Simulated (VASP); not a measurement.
Write the native input for VASP 6.6.1 that does the following.

| Quantity | Value |
| --- | --- |
| Task | single point |
| Functional | PBE |
| Potentials or basis | VASP PAW PBE potentials, release 64 (Sr_sv, B, Bi_d) |
| Cutoff | 520 eV |
| k mesh | 8 × 8 × 8 |
| Occupations | gaussian, width 0.1 eV |
| Spin | no spin polarisation |
| Dipole correction | no |
| Further INCAR settings | ALGO = Normal; EDIFF = 1e-06; NBANDS = 32 |

The structure of Sr3BiB lies in POSCAR:

```
Sr3BiB
1.0
    5.5196070133      0.0000000000      0.0000000000
    0.0000000000      5.5196070133      0.0000000000
    0.0000000000      0.0000000000      5.5196070133
Sr B Bi
3 1 1
Direct
    0.5000000000      0.0000000000      0.0000000000
    0.0000000000      0.5000000000      0.0000000000
    0.0000000000      0.0000000000      0.5000000000
    0.0000000000      0.0000000000      0.0000000000
    0.5000000000      0.5000000000      0.5000000000
```

One way to write it, as run:

INCAR

```
PREC     = Accurate       # precision mode
ENCUT    = 520            # plane-wave cutoff, eV
EDIFF    = 1E-6           # SCF threshold, eV
ISMEAR   = 0              # smearing method
SIGMA    = 0.1            # smearing width, eV
LREAL    = False          # projectors in reciprocal space
LASPH    = True           # aspherical terms in the spheres
NELM     = 100            # most SCF steps
ALGO     = Normal         # electronic algorithm
ISIF     = 2              # what is computed and relaxed
LWAVE    = False          # write WAVECAR
LCHARG   = True           # write CHGCAR
GGA      = PE             # functional
LELF     = True           # ELF
LVHAR    = True         
NBANDS   = 32             # bands
```

KPOINTS

```
Automatic mesh
0
Gamma
  8 8 8
```

Potentials or basis: VASP PAW PBE potentials, release 64 (Sr_sv, B, Bi_d).

Run with:

```bash
$ cat potpaw_PBE.64/Sr_sv/POTCAR potpaw_PBE.64/B/POTCAR potpaw_PBE.64/Bi_d/POTCAR > POTCAR
$ mpirun -np 1 vasp_std > vasp.out
```

It gave:

| Quantity | Value |
| --- | --- |
| Pressure | 0.1 GPa |
| Band gap on the k mesh | zero (band 24 reaches 3.57 eV, above the bottom of band 25 at 1.57 eV) |

Caveat: spin-orbit coupling is left out, which moves the levels of the heavy elements.

Run time: 93 s on 1 thread of Intel(R) Xeon(R) 6975P-C (Granite Rapids), on a shared host, peak memory 0.37 GiB.
